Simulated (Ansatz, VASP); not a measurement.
ZnCd3Se2S2 in VASP and in Ansatz

```xyz
8
Lattice="5.3136 0.0000 0.0000 -2.6568 4.6017 0.0000 0.0000 0.0000 8.1463" Properties=species:S:1:pos:R:3 pbc="T T T"
Zn    0.0000    0.0000    4.0731
Cd    2.6568    0.0000    0.0000
Cd   -1.3284    2.3008    0.0000
Cd    1.3284    2.3008    0.0000
Se    0.0000    0.0000    6.4753
Se    0.0000    0.0000    1.6710
S     0.0000    3.0678    4.0731
S     2.6568    1.5339    4.0731
```

Alike in both runs: functional PBE; k mesh 3 × 3 × 2; occupations gaussian, width 0.15 eV; no spin polarisation.

Ansatz relaxed the structure, and its values are those at the end. VASP's run is a single point on that final structure, the one shown.

```csv
,VASP,Ansatz
version,VASP 6.6.1,Ansatz 0.2.0
potentials or method,"VASP PAW PBE potentials, release 64 (Zn, Cd, Se, S), cutoff 520 eV","scalar-relativistic, plane waves, PAW"
valence electrons in the cell,72,116
```

```csv
,VASP,Ansatz,Ansatz less VASP
gap on the k mesh at the Fermi level (eV),none,none,-
pressure (GPa),0.5,0.2,-0.28
```

A gap of «none» marks a metal or a gap that the smearing closes. With one functional, cell and mesh, what is left measures potentials, basis and numerics. VASP's potentials hold 72 valence electrons a cell and Ansatz's 116, so a difference there can come from the potentials and not from the codes.

The k mesh is coarse, so the values compare programs but aren't converged.
